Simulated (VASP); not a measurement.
Write the native input for VASP 6.6.1 that does the following.

| Item | Value |
| --- | --- |
| Task | single point |
| Functional | revPBE |
| Potentials or basis | VASP PAW PBE potentials, release 64 (Ni) |
| Cutoff | 520 eV |
| k mesh | 25 × 25 × 25 |
| Occupations | fermi-dirac, width 0.1 eV |
| Spin | no spin polarisation |
| Dipole correction | no |
| Further INCAR settings | ALGO = Normal; EDIFF = 1e-06; NBANDS = 11 |

The structure of Ni lies in POSCAR:

```
Ni
1.0
    0.0000000000      1.8373302588      1.8373302588
    1.8373302588      0.0000000000      1.8373302588
    1.8373302588      1.8373302588      0.0000000000
Ni
1
Direct
    0.0000000000      0.0000000000      0.0000000000
```

This cell differs from its parent crystal: volume scaled by 1.12.

The input as run:

INCAR

```
PREC     = Accurate       # precision mode
ENCUT    = 520            # plane-wave cutoff, eV
EDIFF    = 1E-6           # SCF threshold, eV
ISMEAR   = -1             # smearing method
SIGMA    = 0.1            # smearing width, eV
LREAL    = F              # projectors in reciprocal space
LASPH    = T              # aspherical terms in the spheres
NELM     = 80             # most SCF steps
ALGO     = Normal         # electronic algorithm
ISIF     = 2              # what is computed and relaxed
LWAVE    = F              # write WAVECAR
LCHARG   = T              # write CHGCAR
GGA      = RE             # functional
LELF     = T              # ELF
LVHAR    = T            
NBANDS   = 11             # bands
```

KPOINTS

```
regular mesh
0
Gamma
  25 25 25
```

Potentials or basis: VASP PAW PBE potentials, release 64 (Ni).

Command:

```bash
$ cat potpaw_PBE.64/Ni/POTCAR > POTCAR
$ mpirun -np 1 vasp_std > vasp.out
```

Results of the run:

```yaml
Pressure: -15.5 GPa
Band_gap_on_the_k_mesh: zero (band 5 reaches 7.68 eV, above the bottom of band 6 at 6.90 eV)
```

Caveat: the PAW data sets were made with another functional, which shifts forces and pressure a little; the run has no spin polarisation, though such a crystal can be magnetic.

Run time: 36 s on 1 thread of Intel(R) Xeon(R) Platinum 8375C CPU @ 2.90GHz (Ice Lake), on a shared host, peak memory 0.17 GiB.
